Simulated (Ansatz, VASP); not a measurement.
## Ni3Cl in VASP and in Ansatz

```xyz
4
Lattice="3.6823 0.0000 0.0000 0.0000 3.6823 0.0000 0.0000 0.0000 3.6823" Properties=species:S:1:pos:R:3 pbc="T T T"
Ni    0.0000    1.8412    1.8412
Ni    1.8412    0.0000    1.8412
Ni    1.8412    1.8412    0.0000
Cl    0.0000    0.0000    0.0000
```

Alike in both runs: functional PBE; k mesh 12 × 12 × 12; occupations gaussian, width 0.1 eV; collinear spin.

Ansatz relaxed the structure, and its values are those at the end. VASP's run is a single point on that final structure, the one shown.

|  | VASP | Ansatz |
| --- | --- | --- |
| version | VASP 6.6.1 | Ansatz 0.2.0 |
| potentials or method | VASP PAW PBE potentials, release 64 (Ni, Cl), cutoff 520 eV | scalar-relativistic, plane waves, PAW |
| valence electrons in the cell | 37 | 61 |

VASP gave:

- gap on the k mesh at the Fermi level (eV): none
- pressure (GPa): 0.0
- net moment per atom (μB): 0.52
- size of the moment on the site where the two differ most (μB): 0.69

Q: What did Ansatz give for the same quantities?

A: gap on the k mesh at the Fermi level (eV): none; pressure (GPa): 0.0; net moment per atom (μB): 0.53; size of the moment on the site where the two differ most (μB): 0.71.

Site moments also hang on the region over which each program counts them. A gap of «none» marks a metal or a gap that the smearing closes. With one functional, cell and mesh, what is left measures potentials, basis and numerics. VASP's potentials hold 37 valence electrons a cell and Ansatz's 61, so a difference there can come from the potentials and not from the codes.
